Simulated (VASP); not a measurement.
A run of VASP 6.6.1:

POSCAR

```
Ag
1.0
    0.0000000000      2.0521673962      2.0521673962
    2.0521673962      0.0000000000      2.0521673962
    2.0521673962      2.0521673962      0.0000000000
Ag
1
Direct
    0.0000000000      0.0000000000      0.0000000000
```

Contents of INCAR.step1:

```
SYSTEM = Ag
  PREC = Accurate
  ENCUT = 520
  ISMEAR = -1
  SIGMA = 0.08
  LREAL = .FALSE.
  LASPH = .TRUE.
  NELM = 60
  NBANDS = 12
  GGA = PE
  ALGO = Normal
  EDIFF = 1E-4
  LWAVE = .TRUE.
  LCHARG = .FALSE.
```

Contents of INCAR.step2:

```
SYSTEM = Ag
  PREC = Accurate
  ENCUT = 520
  EDIFF = 1E-6
  ISMEAR = -1
  SIGMA = 0.08
  LREAL = .FALSE.
  LASPH = .TRUE.
  NELM = 60
  ALGO = Normal
  ISIF = 2
  LWAVE = .FALSE.
  LCHARG = .TRUE.
  METAGGA = R2SCAN
  LMIXTAU = .TRUE.
  LELF = .TRUE.
  LVHAR = .TRUE.
  NBANDS = 12
  ISTART = 1
```

The input KPOINTS:

```
Automatic mesh
0
G
  24 24 24
  0 0 0
```

Potentials or basis: VASP PAW PBE potentials, release 64 (Ag).

Run with:

```sh
$ cat potpaw_PBE.64/Ag/POTCAR > POTCAR
$ cp INCAR.step1 INCAR
$ mpirun -np 1 vasp_std > vasp.out
$ cp INCAR.step2 INCAR
$ mpirun -np 1 vasp_std > vasp.out
```

Hardware: 1 thread of Intel(R) Xeon(R) 6975P-C (Granite Rapids) (shared host).

Question: How long does it take, and how much memory?

Answer: It took 82 s on 1 thread of Intel(R) Xeon(R) 6975P-C (Granite Rapids) (shared host), peak memory 0.21 GiB. Counts: k points 413.
